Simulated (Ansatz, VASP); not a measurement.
C in VASP and in Ansatz

Contents of INCAR:

```
SYSTEM = C
PREC = Accurate
ENCUT = 520
EDIFF = 1E-6
ISMEAR = 0
SIGMA = 0.05
LREAL = .FALSE.
LASPH = .TRUE.
NELM = 100
ALGO = Normal
ISIF = 2
LWAVE = .FALSE.
LCHARG = .FALSE.
GGA = PE
IVDW = 12
NBANDS = 11
```

The input KPOINTS:

```
regular mesh
0
G
  15 15 15
  0 0 0
```

POSCAR

```
C
1.0
    1.2324809262      0.7115731945      3.3609366220
   -1.2324809262      0.7115731945      3.3609366220
    0.0000000000     -1.4231463891      3.3609366220
C
2
Direct
    0.1830442787      0.1830442787      0.1619642266
    0.8169557213      0.8169557213      0.8380357734
```

Input for Ansatz:

```yaml
crystal:
  lattice:
    - [1.2324809262, 0.7115731945, 3.360936622]
    - [-1.2324809262, 0.7115731945, 3.360936622]
    - [0.0, -1.4231463891, 3.360936622]
  atoms:
    - { symbol: C, position: [0.1830442787, 0.1830442787, 0.1619642266] }
    - { symbol: C, position: [0.8169557213, 0.8169557213, 0.8380357734] }
basis:
  ecutwfc: 520.0
kpoints:
  mp_grid: { grid: [15, 15, 15] }
hamiltonian:
  xc: pbe
  pseudopotentials: { kind: paw, azcp: { folder: soft_1 } }
  dispersion: d3bj
scf:
  occupations: { method: gaussian, width: 0.05 }
output:
  forces: true
  stress: true
  eigenvalues: true
  write_density: true
  write_potential: true
  elf: true
  volumetric_format: npy
```

Change from the starting cell: mode 4 frozen in at +0.095 Å and mode 6 at +0.030 Å (largest displacements).

Alike in both runs: task single point; functional PBE; dispersion D3(BJ); k mesh 15 × 15 × 15; occupations gaussian, width 0.05 eV; no spin polarisation.

|  | VASP | Ansatz |
| --- | --- | --- |
| version | VASP 6.6.1 | Ansatz 0.2.0 |
| potentials or method | VASP PAW PBE potentials, release 64 (C), cutoff 520 eV | scalar-relativistic, plane waves, PAW |
| valence electrons in the cell | 8 | 8 |

```tsv
	VASP	Ansatz	Ansatz less VASP
gap on the k mesh at the Fermi level (eV)	0.21	0.21	+0.001
least direct gap on the mesh (eV)	0.21	0.21	+0.001
pressure (GPa)	-0.1	-0.5	-0.44
traceless stress, the component that is largest in VASP (GPa)	6.98	6.60	-0.371
rms of the force components (eV/Å)	2.393	2.395	+0.0021
```

Atom by atom the forces differ by 0.008 eV/Å (rms over components).
